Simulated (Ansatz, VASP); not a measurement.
GaN in VASP and in Ansatz

```
Ga N
1.0
     0.00000    2.13524    2.13524
     2.13524    0.00000    2.13524
     2.13524    2.13524    0.00000
Ga N
1 1
Cartesian
  0.0000 0.0000 0.0000
  2.1352 2.1352 2.1352
```

Alike in both runs: task relaxation of cell and atoms; functional LDA; k mesh 8 × 8 × 8; occupations gaussian, width 0.1 eV; no spin polarisation.

|  | VASP | Ansatz |
| --- | --- | --- |
| version | VASP 6.6.1 | Ansatz 0.2.0 |
| potentials or method | VASP PAW LDA potentials, release 64 (Ga_d, N), cutoff 600 eV | scalar-relativistic, plane waves, PAW |
| valence electrons in the cell | 18 | 18 |

|  | VASP | Ansatz | Ansatz less VASP |
| --- | --- | --- | --- |
| gap on the k mesh at the Fermi level, each at its own relaxed structure (eV) | 0.60 | 0.61 | +0.009 |
| relaxed volume (Å³/atom) | 9.19 | 9.15 | -0.040 |
| relaxed cell length with the largest relative difference (Å) | 2.962 | 2.958 | -0.0043 |

LDA's correlation is that of Perdew and Zunger in VASP and of Perdew and Wang (1992) in Ansatz.
